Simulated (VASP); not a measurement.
Input of a VASP 6.6.1 run:

Contents of INCAR:

```
ALGO = Normal
EDIFF = 1E-6
ENCUT = 510
GGA = PE
GGA_COMPAT = F
ISIF = 2
ISMEAR = -1
LASPH = T
LCHARG = F
LREAL = F
LWAVE = F
NBANDS = 22
NELM = 120
PREC = Accurate
SIGMA = 0.05
```

The input KPOINTS:

```
k-points
0
Gamma
  9 9 9
```

File POSCAR:

```
As
1.0
    1.8580854186      1.0727661166      3.1935239930
   -1.8580854186      1.0727661166      3.1935239930
    0.0000000000     -2.1455322332      3.1935239930
As
2
Direct
    0.2342610189      0.2342610189      0.2342610189
    0.7657389811      0.7657389811      0.7657389811
```

Potentials or basis: VASP PAW PBE potentials, release 64 (As_d).

The run is started by

```sh
$ cat potpaw_PBE.64/As_d/POTCAR > POTCAR
$ mpirun -np 1 vasp_std > vasp.out
```

**Question.** Predict the band gap on the k mesh.

**Answer.** Zero (bands 15 and 16 overlap by 0.13 eV).

**Question.** Predict the pressure.

**Answer.** 10.1 GPa.

**Question.** What does it give for the largest force?

**Answer.** 0.006 eV/Å.

Forces in eV/Å, atoms in the order of the input:
```
As   0.000  0.000  0.006
As   0.000  0.000 -0.006
```

Caveat: the cell stands under pressure.
